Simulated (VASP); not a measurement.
# Co in VASP: further runs, part 2 of 3

VASP 6.6.1.

## Step 3: Single point, PBEsol, collinear spin, ferromagnetic start

This run uses another cell than the first one, of 10.28 Å³/atom, 0.966 times its volume.

The input, INCAR:

```
SYSTEM = Co
PREC = Accurate
ENCUT = 520
EDIFF = 1E-7
ISMEAR = -1
SIGMA = 0.05
LREAL = .False.
LASPH = .True.
NELM = 150
ALGO = Normal
ISIF = 2
LWAVE = .False.
LCHARG = .False.
ISPIN = 2
MAGMOM = 2 2
LORBIT = 11
LMAXMIX = 4
GGA = PS
NBANDS = 20
```

The input, KPOINTS:

```
Automatic mesh
0
Gamma
  12 12 7
  0 0 0
```

The input, POSCAR:

```
Co
1.0
    2.4503801568      0.0000000000      0.0000000000
   -1.2251900784      2.1220914647      0.0000000000
    0.0000000000      0.0000000000      3.9538705557
Co
2
Direct
    0.6666666667      0.3333333333      0.7500000000
    0.3333333333      0.6666666667      0.2500000000
```

Potentials or basis: VASP PAW PBE potentials, release 64 (Co).

Launch:

```
$ cat potpaw_PBE.64/Co/POTCAR > POTCAR
$ mpirun -np 1 vasp_std > vasp.out
```

OUTCAR:

```text
SYSTEM = Co
   PREC = Accurate
   ENCUT = 520
   EDIFF = 1E-7
   ISMEAR = -1
   LREAL = .False.
   LASPH = .True.
   NELM = 150
   ISIF = 2
   ISPIN = 2
   LORBIT = 11
   GGA = PS

 ion  position               nearest neighbor table
   1  0.667  0.333  0.750-   2 2.43   2 2.43   2 2.43   2 2.43   2 2.43   2 2.43
   2  0.333  0.667  0.250-   1 2.43   1 2.43   1 2.43   1 2.43   1 2.43   1 2.43

  LATTYP: Found a hexagonal cell.
 ALAT       =     2.4503801568
 C/A-ratio  =     1.6135743447

  Lattice vectors:

 A1 = (   2.4503801568,   0.0000000000,   0.0000000000)
 A2 = (  -1.2251900784,   2.1220914647,   0.0000000000)
 A3 = (   0.0000000000,   0.0000000000,   3.9538705557)

Analysis of symmetry for initial positions (statically):
=====================================================================
 Subroutine PRICEL returns:
 Original cell was already a primitive cell.

 Routine SETGRP: Setting up the symmetry group for a
 hexagonal supercell.

 Subroutine GETGRP returns: Found 24 space group operations
 (whereof 12 operations were pure point group operations)
 out of a pool of 24 trial point group operations.

The static configuration has the point symmetry D_3d.
 The point group associated with its full space group is D_6h.

Analysis of symmetry for dynamics (positions and initial velocities):
=====================================================================
 Subroutine PRICEL returns:
 Original cell was already a primitive cell.

 Routine SETGRP: Setting up the symmetry group for a
 hexagonal supercell.

 Subroutine GETGRP returns: Found 24 space group operations
 (whereof 12 operations were pure point group operations)
 out of a pool of 24 trial point group operations.

The dynamic configuration has the point symmetry D_3d.
 The point group associated with its full space group is D_6h.

Analysis of structural, dynamic, and magnetic symmetry:
=====================================================================
 Subroutine PRICEL returns:
 Original cell was already a primitive cell.
[... 144 lines left out ...]
   NGX =  9   NGY =  9   NGZ = 15

 number of electron      17.9999973 magnetization       3.0915165

 Free energy of the ion-electron system (eV)
  ---------------------------------------------------
  ext. energy  EPLUGINS =         0.00000000
  ---------------------------------------------------
  free energy    TOTEN  =       -15.47554502 eV

  energy without entropy =      -15.46017468  energy(sigma->0) =      -15.46785985

 E-fermi :  10.8445     XC(G=0): -13.9011

 val. band max:       10.8444289403   @ k =   0.2500  -0.0000   0.0000
 cond. band min:      10.8467813786   @ k =   0.1667   0.0833   0.4286
 fundamental gap:      0.0023524383
 Fermi energy:        10.8444576495

 spin component 1

 k-point     1 :       0.0000    0.0000    0.0000
  band No.  band energies     occupation
      1       1.5596      1.00000
      2       5.4541      1.00000
      3       8.2035      1.00000
      4       8.2171      1.00000
      5       8.2171      1.00000
      6       8.5644      1.00000
[... 541 lines left out ...]
     19      34.7934      0.00000
     20      36.4662      0.00000

 [... further k-points ...]

 spin component 2

 k-point     1 :       0.0000    0.0000    0.0000
  band No.  band energies     occupation
      1       1.6272      1.00000
      2       6.3797      1.00000
      3       9.7649      1.00000
      4       9.7695      1.00000
      5       9.7695      1.00000
      6      10.1696      1.00000
[... 541 lines left out ...]
     19      35.2375      0.00000
     20      36.8311      0.00000

 [... further k-points ...]
[... 5 lines left out ...]
  --------------------------------------------------------------------------------------
  -------------------------------------------------------------------------------------
  Total        0.1318088      0.1318088      0.1215816      0.0000000     -0.0000000      0.0000000
  in kB       10.2715295     10.2715295      9.4745496      0.0000000     -0.0000000      0.0000000
  external PRESSURE =      10.0058695 kB  Pullay stress =       0.0000000 kB

 VOLUME and BASIS-vectors are now :
 -----------------------------------------------------------------------------
  energy-cutoff  :      520.00
  volume of cell :       20.56
      direct lattice vectors                 reciprocal lattice vectors
     2.450380157  0.000000000  0.000000000     0.408099942  0.235616611  0.000000000
    -1.225190078  2.122091465  0.000000000     0.000000000  0.471233223  0.000000000
     0.000000000  0.000000000  3.953870556     0.000000000  0.000000000  0.252916727

 POSITION                                       TOTAL-FORCE (eV/Angst)
 -----------------------------------------------------------------------------------
      1.22519      0.70736      2.96540        -0.000000      0.000000      0.000000
     -0.00000      1.41473      0.98847         0.000000     -0.000000      0.000000
 -----------------------------------------------------------------------------------
    total drift:                                0.000000      0.000000     -0.000000

  FREE ENERGIE OF THE ION-ELECTRON SYSTEM (eV)
  ---------------------------------------------------
  free  energy   TOTEN  =       -15.4755450185 eV

  energy  without entropy=      -15.4601746822  energy(sigma->0) =      -15.46785985

 total charge

# of ion       s       p       d       tot
------------------------------------------
    1        0.511   0.573   7.298   8.382
    2        0.511   0.573   7.298   8.382
--------------------------------------------------
tot          1.023   1.146  14.595  16.765

 magnetization (x)

# of ion       s       p       d       tot
------------------------------------------
    1       -0.015  -0.051   1.617   1.551
    2       -0.015  -0.051   1.617   1.551
--------------------------------------------------
tot         -0.031  -0.102   3.235   3.102
```

OSZICAR:

```text
N       E                     dE             d eps       ncg     rms          rms(c)
DAV:   1     0.843445052787E+02    0.84345E+02   -0.82757E+03  6408   0.125E+03
DAV:   2    -0.132290573661E+02   -0.97574E+02   -0.87614E+02  6168   0.219E+02
DAV:   3    -0.178547538424E+02   -0.46257E+01   -0.44095E+01  6940   0.572E+01
DAV:   4    -0.179239271116E+02   -0.69173E-01   -0.69119E-01  7444   0.620E+00
DAV:   5    -0.179259695701E+02   -0.20425E-02   -0.20423E-02  7088   0.102E+00    0.168E+01
DAV:   6    -0.158959407418E+02    0.20300E+01   -0.77971E+00  6904   0.587E+01    0.648E+00
DAV:   7    -0.155202317930E+02    0.37571E+00   -0.11459E+00  7320   0.203E+01    0.389E+00
DAV:   8    -0.154928259380E+02    0.27406E-01   -0.14797E-02  8872   0.128E+00    0.180E+00
DAV:   9    -0.154764841915E+02    0.16342E-01   -0.23975E-03 10240   0.913E-01    0.480E-01
DAV:  10    -0.154755685443E+02    0.91565E-03   -0.46303E-04  7788   0.245E-01    0.134E-01
DAV:  11    -0.154755516807E+02    0.16864E-04   -0.51587E-05  9276   0.120E-01    0.304E-02
DAV:  12    -0.154755474828E+02    0.41979E-05   -0.67610E-06  6528   0.219E-02    0.177E-02
DAV:  13    -0.154755454406E+02    0.20422E-05   -0.20607E-06  9288   0.163E-02    0.927E-03
DAV:  14    -0.154755453076E+02    0.13303E-06   -0.20677E-07  6468   0.395E-03    0.276E-03
DAV:  15    -0.154755449838E+02    0.32383E-06   -0.13305E-08  3152   0.207E-03    0.953E-04
DAV:  16    -0.154755450185E+02   -0.34660E-07   -0.35109E-09  3104   0.765E-04
   1 F= -.15475545E+02 E0= -.15467860E+02  d E =-.153703E-01  mag=     3.0915
```

Run time: 52 s. Hardware: 1 thread of Intel Xeon 6975P-C, shared host; peak memory 0.17 GiB.

Results:

| Quantity | Value |
| --- | --- |
| Free energy | -15.4755 eV |
| Pressure | 1.0 GPa |
| Net moment | 3.09 μB per cell |
| Site moments | Co +1.55 μB |
| Valence electrons inside the program's atomic spheres | Co 8.38 |

Levels at points of the mesh, in eV from the Fermi level:
Spin up:
```
           k point  band 8  band 9  band 10  band 11  band 12  band 13  band 14  band 15
(0.00, 0.00, 0.00)   -1.90   -1.90    -0.69    -0.69    -0.13     6.88    22.35    25.44
(0.50, 0.00, 0.00)   -0.56   -0.44    -0.39     1.47     3.59    10.11    10.82    13.25
```
Spin down:
| k point | band 4 | band 5 | band 6 | band 7 | band 8 | band 9 | band 10 | band 11 |
| --- | --- | --- | --- | --- | --- | --- | --- | --- |
| (0.00, 0.00, 0.00) | -1.07 | -1.07 | -0.67 | -0.67 | -0.23 | -0.23 | -0.10 | 1.10 |
| (0.50, 0.00, 0.00) | -1.95 | -1.25 | -1.13 | -0.68 | 1.23 | 1.38 | 1.41 | 2.70 |

Caveat: the PAW data sets were made with another functional, which shifts forces and pressure a little.

## Step 4: Single point, PBEsol, collinear spin, ferromagnetic start

This run uses another cell than the first one, of 10.37 Å³/atom, 0.974 times its volume.

The input, INCAR:

```
PREC = Accurate
ENCUT = 520
EDIFF = 1E-6
ISMEAR = -1
SIGMA = 0.05
LREAL = F
LASPH = T
NELM = 150
ALGO = Normal
ISIF = 2
LWAVE = F
LCHARG = T
ISPIN = 2
MAGMOM = 2 2
LORBIT = 11
LMAXMIX = 4
GGA = PS
LELF = T
LVHAR = T
NBANDS = 20
```

The input, KPOINTS:

```
regular mesh
0
Gamma
  12 12 7
```

The input, POSCAR:

```
Co
1.0
    2.4574749615      0.0000000000      0.0000000000
   -1.2287374807      2.1282357458      0.0000000000
    0.0000000000      0.0000000000      3.9644653477
Co
2
Direct
    0.6666666667      0.3333333333      0.7500000000
    0.3333333333      0.6666666667      0.2500000000
```

Potentials or basis: VASP PAW PBE potentials, release 64 (Co).

Launch:

```
$ cat potpaw_PBE.64/Co/POTCAR > POTCAR
$ mpirun -np 1 vasp_std > vasp.out
```

OUTCAR:

```text
PREC = Accurate
   ENCUT = 520
   EDIFF = 1E-6
   ISMEAR = -1
   LREAL = F
   LASPH = T
   NELM = 150
   ISIF = 2
   ISPIN = 2
   LORBIT = 11
   GGA = PS

 ion  position               nearest neighbor table
   1  0.667  0.333  0.750-   2 2.44   2 2.44   2 2.44   2 2.44   2 2.44   2 2.44
   2  0.333  0.667  0.250-   1 2.44   1 2.44   1 2.44   1 2.44   1 2.44   1 2.44

  LATTYP: Found a hexagonal cell.
 ALAT       =     2.4574749615
 C/A-ratio  =     1.6132271579

  Lattice vectors:

 A1 = (   2.4574749615,   0.0000000000,   0.0000000000)
 A2 = (  -1.2287374807,   2.1282357458,   0.0000000000)
 A3 = (   0.0000000000,   0.0000000000,   3.9644653477)

Analysis of symmetry for initial positions (statically):
=====================================================================
 Subroutine PRICEL returns:
 Original cell was already a primitive cell.

 Routine SETGRP: Setting up the symmetry group for a
 hexagonal supercell.

 Subroutine GETGRP returns: Found 24 space group operations
 (whereof 12 operations were pure point group operations)
 out of a pool of 24 trial point group operations.

The static configuration has the point symmetry D_3d.
 The point group associated with its full space group is D_6h.

Analysis of symmetry for dynamics (positions and initial velocities):
=====================================================================
 Subroutine PRICEL returns:
 Original cell was already a primitive cell.

 Routine SETGRP: Setting up the symmetry group for a
 hexagonal supercell.

 Subroutine GETGRP returns: Found 24 space group operations
 (whereof 12 operations were pure point group operations)
 out of a pool of 24 trial point group operations.

The dynamic configuration has the point symmetry D_3d.
 The point group associated with its full space group is D_6h.

Analysis of structural, dynamic, and magnetic symmetry:
=====================================================================
 Subroutine PRICEL returns:
[... 143 lines left out ...]
  volume of cell :       20.73
 maximum number of plane-waves:       576
   NGX =  9   NGY =  9   NGZ = 15

 number of electron      17.9999974 magnetization       3.1161929

 Free energy of the ion-electron system (eV)
  ---------------------------------------------------
  ext. energy  EPLUGINS =         0.00000000
  ---------------------------------------------------
  free energy    TOTEN  =       -15.47556632 eV

  energy without entropy =      -15.45997610  energy(sigma->0) =      -15.46777121

 E-fermi :  10.7179     XC(G=0): -13.8501

 val. band max:       10.7017341013   @ k =   0.2500   0.1667   0.0000
 cond. band min:      10.7204779862   @ k =   0.2500   0.0000   0.0000
 fundamental gap:      0.0187438850
 Fermi energy:        10.7179210346

 spin component 1

 k-point     1 :       0.0000    0.0000    0.0000
  band No.  band energies     occupation
      1       1.4844      1.00000
      2       5.3687      1.00000
      3       8.0883      1.00000
      4       8.1005      1.00000
      5       8.1005      1.00000
      6       8.4430      1.00000
[... 541 lines left out ...]
     19      34.5095      0.00000
     20      36.1829      0.00000

 [... further k-points ...]

 spin component 2

 k-point     1 :       0.0000    0.0000    0.0000
  band No.  band energies     occupation
      1       1.5514      1.00000
      2       6.3017      1.00000
      3       9.6613      1.00000
      4       9.6660      1.00000
      5       9.6660      1.00000
      6      10.0615      1.00000
[... 541 lines left out ...]
     19      34.9416      0.00000
     20      36.5493      0.00000

 [... further k-points ...]
[... 5 lines left out ...]
  --------------------------------------------------------------------------------------
  -------------------------------------------------------------------------------------
  Total       -0.1266508     -0.1266508     -0.1365807     -0.0000000      0.0000000      0.0000000
  in kB       -9.7864477     -9.7864477    -10.5537400     -0.0000000      0.0000000      0.0000000
  external PRESSURE =     -10.0422118 kB  Pullay stress =       0.0000000 kB

 VOLUME and BASIS-vectors are now :
 -----------------------------------------------------------------------------
  energy-cutoff  :      520.00
  volume of cell :       20.73
      direct lattice vectors                 reciprocal lattice vectors
     2.457474961  0.000000000  0.000000000     0.406921745  0.234936379  0.000000000
    -1.228737481  2.128235746  0.000000000     0.000000000  0.469872758  0.000000000
     0.000000000  0.000000000  3.964465348     0.000000000  0.000000000  0.252240822

 POSITION                                       TOTAL-FORCE (eV/Angst)
 -----------------------------------------------------------------------------------
      1.22874      0.70941      2.97335         0.000000      0.000000      0.000000
     -0.00000      1.41882      0.99112        -0.000000      0.000000      0.000000
 -----------------------------------------------------------------------------------
    total drift:                                0.000000     -0.000000     -0.000000

  FREE ENERGIE OF THE ION-ELECTRON SYSTEM (eV)
  ---------------------------------------------------
  free  energy   TOTEN  =       -15.4755663169 eV

  energy  without entropy=      -15.4599761004  energy(sigma->0) =      -15.46777121

 total charge

# of ion       s       p       d       tot
------------------------------------------
    1        0.508   0.565   7.291   8.364
    2        0.508   0.565   7.291   8.364
--------------------------------------------------
tot          1.016   1.131  14.582  16.728

 magnetization (x)

# of ion       s       p       d       tot
------------------------------------------
    1       -0.015  -0.051   1.631   1.565
    2       -0.015  -0.051   1.631   1.565
--------------------------------------------------
tot         -0.030  -0.101   3.262   3.130
```

OSZICAR:

```text
N       E                     dE             d eps       ncg     rms          rms(c)
DAV:   1     0.844421144407E+02    0.84442E+02   -0.82544E+03  6440   0.125E+03
DAV:   2    -0.133504305284E+02   -0.97793E+02   -0.88009E+02  6156   0.219E+02
DAV:   3    -0.178664840172E+02   -0.45161E+01   -0.43512E+01  6912   0.568E+01
DAV:   4    -0.179344047680E+02   -0.67921E-01   -0.67865E-01  7516   0.611E+00
DAV:   5    -0.179363364686E+02   -0.19317E-02   -0.19316E-02  7028   0.987E-01    0.166E+01
DAV:   6    -0.159098767555E+02    0.20265E+01   -0.79410E+00  6932   0.590E+01    0.656E+00
DAV:   7    -0.155192913136E+02    0.39059E+00   -0.11826E+00  7240   0.206E+01    0.386E+00
DAV:   8    -0.154927602413E+02    0.26531E-01   -0.14963E-02  8772   0.127E+00    0.179E+00
DAV:   9    -0.154765261759E+02    0.16234E-01   -0.25521E-03 10280   0.923E-01    0.485E-01
DAV:  10    -0.154756089651E+02    0.91721E-03   -0.43987E-04  7760   0.237E-01    0.151E-01
DAV:  11    -0.154755734543E+02    0.35511E-04   -0.60825E-05  9348   0.132E-01    0.308E-02
DAV:  12    -0.154755687030E+02    0.47513E-05   -0.67064E-06  6504   0.213E-02    0.175E-02
DAV:  13    -0.154755663262E+02    0.23768E-05   -0.17437E-06  5480   0.160E-02    0.970E-03
DAV:  14    -0.154755663169E+02    0.92605E-08   -0.48788E-07  3824   0.620E-03
   1 F= -.15475566E+02 E0= -.15467771E+02  d E =-.155902E-01  mag=     3.1166
```

stdout:

```text
POSCAR found type information on POSCAR Co
 POSCAR found :  1 types and       2 ions
 scaLAPACK will be used
 -----------------------------------------------------------------------------
|                                                                             |
|                                                                             |
|     You enforced a specific xc type in the INCAR file but a different       |
|     I HOPE YOU KNOW WHAT YOU ARE DOING!                                     |
|                                                                             |
 -----------------------------------------------------------------------------

 LDA part: xc-table for (Slater+PW92), standard interpolation
 POSCAR, INCAR and KPOINTS ok, starting setup
 FFT: planning ... GRIDC
 FFT: planning ... GRID_SOFT
 FFT: planning ... GRID
 WAVECAR not read
 entering main loop
```

Run time: 38 s. Hardware: 1 thread of Intel Xeon 6975P-C, shared host; peak memory 0.17 GiB.

What came out:

* Free energy: -15.4756 eV
* Pressure: -1.0 GPa
* Net moment: 3.12 μB per cell
* Site moments: Co +1.56 μB
* Valence electrons inside the program's atomic spheres: Co 8.36

Caveat: the PAW data sets were made with another functional, which shifts forces and pressure a little.

[end of part 2 of 3]
